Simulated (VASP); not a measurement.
# TiPtF6 (R-3m) in VASP: single point with PBEsol

Aim: the single point of TiPtF6 with PBEsol.

All numbers are computed with VASP 6.6.1; they aren't measurements. Logs are shortened: lines on timing, memory, paths and dates and some standing lists are left out, and cuts for length are marked.

## 1. The cell of the first run

Symmetry: R-3m, No. 166, trigonal system. The conventional cell has a = 6.370 Å, b = 6.370 Å, c = 7.443 Å, α = 90.00°, β = 90.00°, γ = 120.00°. Within 2.9 Å of Ti (site symmetry -3m) lie 12 F at 2.23 to 2.74 Å. Within 2.7 Å of Pt (site symmetry -3m) lie 6 F at 2.01 Å. F (site symmetry m) has 1 Pt at 2.01 Å and 2 Ti at 2.23 to 2.74 Å and 5 F at 2.25 to 2.52 Å within 2.8 Å.

## 2. Single point, PBEsol

Contents of INCAR:

```
SYSTEM = TiPtF6
ALGO = Normal
EDIFF = 1E-6
ENCUT = 700
GGA = PS
GGA_COMPAT = .False.
ISIF = 2
ISMEAR = -1
LASPH = .True.
LCHARG = .False.
LREAL = .False.
LWAVE = .False.
NBANDS = 46
NELM = 120
PREC = Accurate
SIGMA = 0.03
```

Contents of KPOINTS:

```
k-points
0
Gamma
  6 6 6
  0 0 0
```

Contents of POSCAR:

```
TiPtF6
1.0
    3.1849181742      1.8388133671      2.4809715596
   -3.1849181742      1.8388133671      2.4809715596
    0.0000000000     -3.6776267286      2.4809715637
Ti Pt F
1 1 6
Direct
    0.5000000000      0.5000000000      0.5000000000
    0.0000000000      0.0000000000      0.0000000000
    0.9240289700      0.3190366452      0.3190366452
    0.3190366452      0.9240289700      0.3190366452
    0.3190366452      0.3190366452      0.9240289700
    0.0759710300      0.6809633548      0.6809633548
    0.6809633548      0.0759710300      0.6809633548
    0.6809633548      0.6809633548      0.0759710300
```

Potentials or basis: VASP PAW PBE potentials, release 64 (Ti_sv, Pt_sv_GW, F).

Run with:

```sh
> cat potpaw_PBE.64/Ti_sv/POTCAR potpaw_PBE.64/Pt_sv_GW/POTCAR potpaw_PBE.64/F/POTCAR > POTCAR
> mpirun -np 1 vasp_std > vasp.out
```

OUTCAR:

```text
SYSTEM = TiPtF6
   EDIFF = 1E-6
   ENCUT = 700
   GGA = PS
   ISIF = 2
   ISMEAR = -1
   LASPH = .True.
   LREAL = .False.
   NELM = 120
   PREC = Accurate

 ion  position               nearest neighbor table
   1  0.500  0.500  0.500-   3 2.23   4 2.23   6 2.23   7 2.23   5 2.23   8 2.23
   2  0.000  0.000  0.000-   3 2.01   4 2.01   6 2.01   7 2.01   5 2.01   8 2.01
   3  0.924  0.319  0.319-   2 2.01   1 2.23
   4  0.319  0.924  0.319-   2 2.01   1 2.23
   5  0.319  0.319  0.924-   2 2.01   1 2.23
   6  0.076  0.681  0.681-   2 2.01   1 2.23
   7  0.681  0.076  0.681-   2 2.01   1 2.23
   8  0.681  0.681  0.076-   2 2.01   1 2.23

  LATTYP: Found a trigonal (rhomboedric) cell.
 ALAT       =     4.4362324392
 COS(alpha) =    -0.0308559154

  Lattice vectors:

 A1 = (   3.1849181742,   1.8388133671,   2.4809715596)
 A2 = (  -3.1849181742,   1.8388133671,   2.4809715596)
 A3 = (   0.0000000000,  -3.6776267286,   2.4809715637)

Analysis of symmetry for initial positions (statically):
=====================================================================
 Subroutine PRICEL returns:
 Original cell was already a primitive cell.

 Routine SETGRP: Setting up the symmetry group for a
 trigonal (rhombohedral) supercell.

 Subroutine GETGRP returns: Found 12 space group operations
 (whereof 12 operations were pure point group operations)
 out of a pool of 12 trial point group operations.

The static configuration has the point symmetry D_3d.

Analysis of symmetry for dynamics (positions and initial velocities):
=====================================================================
 Subroutine PRICEL returns:
 Original cell was already a primitive cell.

 Routine SETGRP: Setting up the symmetry group for a
 trigonal (rhombohedral) supercell.

 Subroutine GETGRP returns: Found 12 space group operations
 (whereof 12 operations were pure point group operations)
 out of a pool of 12 trial point group operations.

The dynamic configuration has the point symmetry D_3d.

 Subroutine INISYM returns: Found 12 space group operations
 (whereof 12 operations are pure point group operations),
 and found     1 'primitive' translations

----------------------------------------------------------------------------------------

                                     Primitive cell

  volume of cell :      87.1784

  direct lattice vectors                    reciprocal lattice vectors
     3.184918174  1.838813367  2.480971560     0.156989904  0.090638164  0.134355967
    -3.184918174  1.838813367  2.480971560    -0.156989904  0.090638164  0.134355967
     0.000000000 -3.677626729  2.480971564     0.000000000 -0.181276327  0.134355967

  length of vectors
     4.436232439  4.436232439  4.436232439     0.225638278  0.225638278  0.225638278

  position of ions in fractional coordinates (direct lattice)
     0.500000000  0.500000000  0.500000000
     0.000000000  0.000000000  0.000000000
     0.924028970  0.319036645  0.319036645
     0.319036645  0.924028970  0.319036645
     0.319036645  0.319036645  0.924028970
     0.075971030  0.680963355  0.680963355
     0.680963355  0.075971030  0.680963355
     0.680963355  0.680963355  0.075971030

  ion indices of the primitive-cell ions
   primitive index   ion index
                 1           1
                 2           2
                 3           3
                 4           4
                 5           5
                 6           6
                 7           7
                 8           8

----------------------------------------------------------------------------------------

 KPOINTS: k-points

Automatic generation of k-mesh.
 Grid dimensions read from file:
 generate k-points for:    6    6    6

 Generating k-lattice:

  Cartesian coordinates                     Fractional coordinates (reciprocal lattice)
     0.026164984  0.015106361  0.022392661     0.166666667 -0.000000000  0.000000000
    -0.026164984  0.015106361  0.022392661    -0.000000000  0.166666667  0.000000000
     0.000000000 -0.030212721  0.022392661     0.000000000  0.000000000  0.166666667

  Length of vectors
     0.037606380  0.037606380  0.037606380

  Shift w.r.t. Gamma in fractional coordinates (k-lattice)
     0.000000000  0.000000000  0.000000000

 Subroutine IBZKPT returns following result:
 ===========================================

 Found     32 irreducible k-points:

 Following reciprocal coordinates:
            Coordinates               Weight
  0.000000  0.000000  0.000000      1.000000
  0.166667  0.000000 -0.000000      6.000000
  0.333333 -0.000000 -0.000000      6.000000
  0.500000  0.000000 -0.000000      3.000000
  0.166667  0.166667 -0.000000      6.000000
  0.333333  0.166667 -0.000000     12.000000
[... 16 lines left out ...]
  0.500000  0.500000  0.166667      6.000000
 -0.333333  0.500000  0.166667     12.000000
 [... further k-points ...]
   k-points           NKPTS =     32   k-points in BZ     NKDIM =     32   number of bands    NBANDS=     46
   number of dos      NEDOS =    301   number of ions     NIONS =      8
   total plane-waves  NPLWV =  64000
   dimension x,y,z NGX =    40 NGY =   40 NGZ =   40
   dimension x,y,z NGXF=    80 NGYF=   80 NGZF=   80
   ions per type =               1   1   6
   NGX,Y,Z   is equivalent  to a cutoff of  14.99, 14.99, 14.99 a.u.
   NGXF,Y,Z  is equivalent  to a cutoff of  29.98, 29.98, 29.98 a.u.
 SYSTEM =  TiPtF6
   PREC   = accura    normal or accurate (medium, high low for compatibility)
   ISTART =      0    job   : 0-new  1-cont  2-samecut
   ICHARG =      2    charge: 1-file 2-atom 10-const
   ISPIN  =      1    spin polarized calculation?
   LNONCOLLINEAR =      F non collinear calculations
   LSORBIT =      F    spin-orbit coupling
   LASPH  =      T    aspherical Exc in radial PAW
   ENCUT  =  700.0 eV  51.45 Ry    7.17 a.u.   9.57  9.57  9.57*2*pi/ulx,y,z
   NELM   =    120;   NELMIN=  2; NELMDL= -5     # of ELM steps
   EDIFF  = 0.1E-05   stopping-criterion for ELM
   LREAL  =      F    real-space projection
   EDIFFG = 0.1E-04   stopping-criterion for IOM
   NSW    =      0    number of steps for IOM
   IBRION =     -1    ionic relax: 0-MD 1-quasi-New 2-CG
   NFREE  =      0    steps in history (QN), initial steepest desc. (CG)
   ISIF   =      2    stress and relaxation
   ISYM   =      2    0-nonsym 1-usesym 2-fastsym
   POTIM  = 0.5000    time-step for ionic-motion
   TEBEG  =    0.0;   TEEND  =   0.0 temperature during run
   PSTRESS=    0.0 pullay stress
   NELECT =      72.0000    total number of electrons
   NUPDOWN=      -1.0000    fix difference up-down
   EMIN   =  10.00;   EMAX   =-10.00  energy-range for DOS
   EFERMI =   0.00;   METHOD = LEGACY
   ISMEAR =    -1;   SIGMA  =   0.03  broadening in eV -4-tet -1-fermi 0-gaus
   EFERMI_NEDOS =   21; number of points for ismear=-14 and -15
   IALGO  =     38    algorithm
   IMIX   =      4    mixing-type and parameters
     AMIX     =   0.40;   BMIX     =  1.00
     AMIX_MAG =   1.60;   BMIX_MAG =  1.00
  volume/ion in A,a.u.               =      10.90        73.54
  Fermi-wavevector in a.u.,A,eV,Ry     =   1.535970  2.902562 32.098908  2.359203
  Thomas-Fermi vector in A             =   2.642684
   LORBIT       =      0    0 simple, 1 ext, 2 COOP (PROOUT), +10 PAW based schemes
   GGA     = PS    functional components
   LHFCALC =     F    Hartree Fock is set to
   AEXX    =    0.0000 exact exchange contribution
   IVDW    =     0    specifies the selected vdW correction
   LEPSILON=     F    determine dielectric tensor
   LRPA    =     F    only Hartree local field effects (RPA)
 non-spin polarized calculation
  energy-cutoff  :      700.00
  volume of cell :       87.18
 maximum number of plane-waves:      3683
 NGX is ok and might be reduce to    40
   NGX = 19   NGY = 19   NGZ = 19

 number of electron      72.0000006 magnetization

 Free energy of the ion-electron system (eV)
  ---------------------------------------------------
  ext. energy  EPLUGINS =         0.00000000
  ---------------------------------------------------
  free energy    TOTEN  =       -40.20722151 eV

  energy without entropy =      -40.18303645  energy(sigma->0) =      -40.19512898

 E-fermi :   4.8106     XC(G=0): -11.4135

 val. band max:        4.8078220568   @ k =  -0.3333   0.3333   0.3333
 cond. band min:       4.8182998785   @ k =   0.5000   0.3333  -0.0000
 fundamental gap:      0.0104778217
 Fermi energy:         4.8106200388

 k-point     1 :       0.0000    0.0000    0.0000
  band No.  band energies     occupation
      1     -95.1778      2.00000
      2     -53.8946      2.00000
      3     -49.5355      2.00000
      4     -49.1213      2.00000
      5     -49.1213      2.00000
      6     -30.2467      2.00000
[... 38 lines left out ...]
     45      13.2014      0.00000
     46      13.7826      0.00000

 k-point     2 :       0.1667    0.0000   -0.0000
  band No.  band energies     occupation
      1     -95.1778      2.00000
      2     -53.8945      2.00000
      3     -49.5356      2.00000
      4     -49.1214      2.00000
      5     -49.1213      2.00000
      6     -30.2485      2.00000
[... 38 lines left out ...]
     45      13.1465      0.00000
     46      13.9414      0.00000

 k-point     3 :       0.3333   -0.0000   -0.0000
  band No.  band energies     occupation
      1     -95.1778      2.00000
      2     -53.8945      2.00000
      3     -49.5356      2.00000
      4     -49.1215      2.00000
      5     -49.1212      2.00000
      6     -30.2522      2.00000
[... 38 lines left out ...]
     45      13.4508      0.00000
     46      14.3158      0.00000

 k-point     4 :       0.5000    0.0000   -0.0000
  band No.  band energies     occupation
      1     -95.1778      2.00000
      2     -53.8944      2.00000
      3     -49.5357      2.00000
      4     -49.1216      2.00000
      5     -49.1212      2.00000
      6     -30.2540      2.00000
[... 920 lines left out ...]
     45      13.3251      0.00000
     46      13.8656      0.00000

 k-point    23 :       0.5000    0.5000    0.1667
  band No.  band energies     occupation
      1     -95.1778      2.00000
      2     -53.8942      2.00000
      3     -49.5359      2.00000
      4     -49.1217      2.00000
      5     -49.1214      2.00000
      6     -30.2567      2.00000
[... 38 lines left out ...]
     45      12.7812      0.00000
     46      12.9594      0.00000

 k-point    24 :      -0.3333    0.5000    0.1667
  band No.  band energies     occupation
      1     -95.1778      2.00000
      2     -53.8943      2.00000
      3     -49.5358      2.00000
      4     -49.1216      2.00000
      5     -49.1214      2.00000
      6     -30.2557      2.00000
[... 38 lines left out ...]
     45      13.2095      0.00000
     46      13.5567      0.00000

 [... further k-points ...]
[... 5 lines left out ...]
  --------------------------------------------------------------------------------------
  -------------------------------------------------------------------------------------
  Total       -0.1514949     -0.1514949      0.0321488      0.0000000      0.0000000      0.0000000
  in kB       -2.7841945     -2.7841945      0.5908355      0.0000000      0.0000000      0.0000000
  external PRESSURE =      -1.6591845 kB  Pullay stress =       0.0000000 kB

 VOLUME and BASIS-vectors are now :
 -----------------------------------------------------------------------------
  energy-cutoff  :      700.00
  volume of cell :       87.18
      direct lattice vectors                 reciprocal lattice vectors
     3.184918174  1.838813367  2.480971560     0.156989904  0.090638164  0.134355967
    -3.184918174  1.838813367  2.480971560    -0.156989904  0.090638164  0.134355967
     0.000000000 -3.677626729  2.480971564     0.000000000 -0.181276327  0.134355967

 POSITION                                       TOTAL-FORCE (eV/Angst)
 -----------------------------------------------------------------------------------
      0.00000      0.00000      3.72146        -0.000000     -0.000000      0.000000
      0.00000      0.00000      0.00000        -0.000000      0.000000      0.000000
      1.92685      1.11247      3.87553        -0.025103     -0.014493      0.040372
     -1.92685      1.11247      3.87553         0.025103     -0.014493      0.040372
      0.00000     -2.22494      3.87553        -0.000000      0.028986      0.040372
     -1.92685     -1.11247      3.56738         0.025103      0.014493     -0.040372
      1.92685     -1.11247      3.56738        -0.025103      0.014493     -0.040372
      0.00000      2.22494      3.56738        -0.000000     -0.028986     -0.040372
 -----------------------------------------------------------------------------------
    total drift:                               -0.000000      0.000000     -0.000000

  FREE ENERGIE OF THE ION-ELECTRON SYSTEM (eV)
  ---------------------------------------------------
  free  energy   TOTEN  =       -40.2072215074 eV

  energy  without entropy=      -40.1830364544  energy(sigma->0) =      -40.19512898
```

It took 4.7 min on 1 thread of Intel Xeon Platinum 8259CL at 2.50GHz (Skylake/Cascade Lake), shared host; peak memory 0.36 GiB.

What came out:

```
Free energy            : -40.2072 eV
Pressure               : -0.2 GPa
Largest force          : 0.050 eV/Å
Band gap on the k mesh : zero (bands 36 and 37 overlap by 0.58 eV)
```

Forces on the atoms (eV/Å):
```
Ti   0.000  0.000  0.000
Pt   0.000  0.000  0.000
F   -0.025 -0.014  0.040
F    0.025 -0.014  0.040
F    0.000  0.029  0.040
F    0.025  0.014 -0.040
F   -0.025  0.014 -0.040
F    0.000 -0.029 -0.040
```

Caveat: the PAW data sets were made with another functional, which shifts forces and pressure a little; spin-orbit coupling is left out, which moves the levels of the heavy elements; semilocal functionals often make such compounds metallic where correlation or magnetic order opens a gap, which also shifts bond lengths.
